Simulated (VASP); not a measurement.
Here is a VASP 6.6.1 calculation.

Contents of INCAR:

```
SYSTEM = AlN
ALGO     = Normal         ! electronic algorithm
EDIFF    = 1E-6           ! SCF threshold, eV
ENCUT    = 520            ! plane-wave cutoff, eV
GGA      = PS             ! functional
ISIF     = 2              ! what is computed and relaxed
ISMEAR   = 0              ! smearing method
LASPH    = .True.         ! aspherical terms in the spheres
LCHARG   = .False.        ! write CHGCAR
LREAL    = .False.        ! projectors in reciprocal space
LWAVE    = .False.        ! write WAVECAR
NBANDS   = 16             ! bands
NELM     = 100            ! most SCF steps
PREC     = Accurate       ! precision mode
SIGMA    = 0.05           ! smearing width, eV
```

File KPOINTS:

```
k-points
0
Gamma
  12 12 6
  0 0 0
```

The input POSCAR:

```
AlN
1.0
    3.3121160000      0.0496817400      0.0000000000
   -1.6130323600      2.8435351300      0.0000000000
    0.0000000000      0.0000000000      4.1875630000
Al N
2 2
Direct
    0.3333333333      0.6666666667      0.7500000000
    0.6666666667      0.3333333333      0.2500000000
    0.3333333333      0.6666666667      0.2500000000
    0.6666666667      0.3333333333      0.7500000000
```

Potentials or basis: VASP PAW PBE potentials, release 64 (Al, N).

Run with:

```console
$ cat potpaw_PBE.64/Al/POTCAR potpaw_PBE.64/N/POTCAR > POTCAR
$ mpirun -np 1 vasp_std > vasp.out
```

Estimate the largest force.

0.400 eV/Å.

What does it give for the pressure?

-3.4 GPa.

Predict the band gap on the k mesh.

3.18 eV.

Stress tensor (GPa, compression positive):
```
-2.94 -4.97  0.00
-4.97 -3.09  0.00
 0.00  0.00 -4.23
```

Caveat: the cell stands under tension; the PAW data sets were made with another functional, which shifts forces and pressure a little. A k mesh can miss the band edges.
